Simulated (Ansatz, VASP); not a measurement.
LiF in VASP and in Ansatz

INCAR

```
SYSTEM = LiF
PREC = Accurate
ENCUT = 520
EDIFF = 1E-7
ISMEAR = 0
SIGMA = 0.05
LREAL = .False.
LASPH = .True.
NELM = 100
ALGO = Normal
ISIF = 2
LWAVE = .False.
LCHARG = .True.
GGA = CA
LELF = .True.
LVHAR = .True.
NBANDS = 18
```

File KPOINTS:

```
regular mesh
0
Gamma
  9 9 6
  0 0 0
```

Contents of POSCAR:

```
LiF
1.0
    3.0132384476      0.0000000000      0.0000000000
   -1.5066192238      2.6095410433      0.0000000000
    0.0000000000      0.0000000000      4.8621615591
Li F
2 2
Direct
    0.3333333333      0.6666666667      0.3839784076
    0.6666666667      0.3333333333      0.8839784076
    0.3333333333      0.6666666667      0.9910195924
    0.6666666667      0.3333333333      0.4910195924
```

Input for Ansatz:

```yaml
crystal:
  lattice:
    - [3.0132384476, 0.0, 0.0]
    - [-1.5066192238, 2.6095410433, 0.0]
    - [0.0, 0.0, 4.8621615591]
  atoms:
    - { symbol: Li, position: [0.3333333333, 0.6666666667, 0.3839784076] }
    - { symbol: Li, position: [0.6666666667, 0.3333333333, 0.8839784076] }
    - { symbol: F, position: [0.3333333333, 0.6666666667, 0.9910195924] }
    - { symbol: F, position: [0.6666666667, 0.3333333333, 0.4910195924] }
basis:
  ecutwfc: 520.0
kpoints:
  mp_grid: { grid: [9, 9, 6] }
hamiltonian:
  xc: lda
scf:
  occupations: { method: gaussian, width: 0.05 }
output:
  forces: true
  stress: true
  eigenvalues: true
  write_density: true
  write_potential: true
  elf: true
  volumetric_format: npy
```

Alike in both runs: task single point; functional LDA; k mesh 9 × 9 × 6; occupations gaussian, width 0.05 eV; no spin polarisation.

|  | VASP | Ansatz |
| --- | --- | --- |
| version | VASP 6.6.1 | Ansatz 0.2.0 |
| potentials or method | VASP PAW LDA potentials, release 64 (Li_sv, F), cutoff 520 eV | scalar-relativistic, plane waves, PAW |
| valence electrons in the cell | 20 | 20 |

```tsv
	VASP	Ansatz	Ansatz less VASP
gap on the k mesh at the Fermi level (eV)	7.69	7.71	+0.016
least direct gap on the mesh (eV)	7.69	7.71	+0.016
rms of the force components (eV/Å)	0.101	0.100	-0.0010
```

LDA's correlation is that of Perdew and Zunger in VASP and of Perdew and Wang (1992) in Ansatz. Atom by atom the forces differ by 0.001 eV/Å (rms over components).

Noted on VASP's run: the cutoff is short for stress, so the pressure is rough.
